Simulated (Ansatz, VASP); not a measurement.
# BP: VASP beside Ansatz

```
B P
1.0
     0.00000    2.26827    2.23424
     2.26827    0.00000    2.23424
     2.26827    2.26827    0.00000
B P
1 1
Direct
  0.00000 0.00000 0.00000
  0.75000 0.75000 0.75000
```

Change from the starting cell: strain +0.000 along x and y, -0.015 along z, atoms carried along.

Alike in both runs: task single point; functional r2SCAN; k mesh 10 × 10 × 10; occupations gaussian, width 0.05 eV; no spin polarisation.

|  | VASP | Ansatz |
| --- | --- | --- |
| version | VASP 6.6.1 | Ansatz 0.2.0 |
| potentials or method | VASP PAW PBE potentials, release 64 (B, P), cutoff 520 eV | scalar-relativistic, plane waves, PAW |
| valence electrons in the cell | 8 | 8 |

```csv
,VASP,Ansatz,Ansatz less VASP
gap on the k mesh at the Fermi level (eV),1.18,1.15,-0.029
least direct gap on the mesh (eV),3.50,3.46,-0.040
pressure (GPa),2.1,2.6,+0.53
"traceless stress, the component that is largest in VASP (GPa)",2.89,2.88,-0.013
```

VASP's potentials were made for PBE, not for r2SCAN.
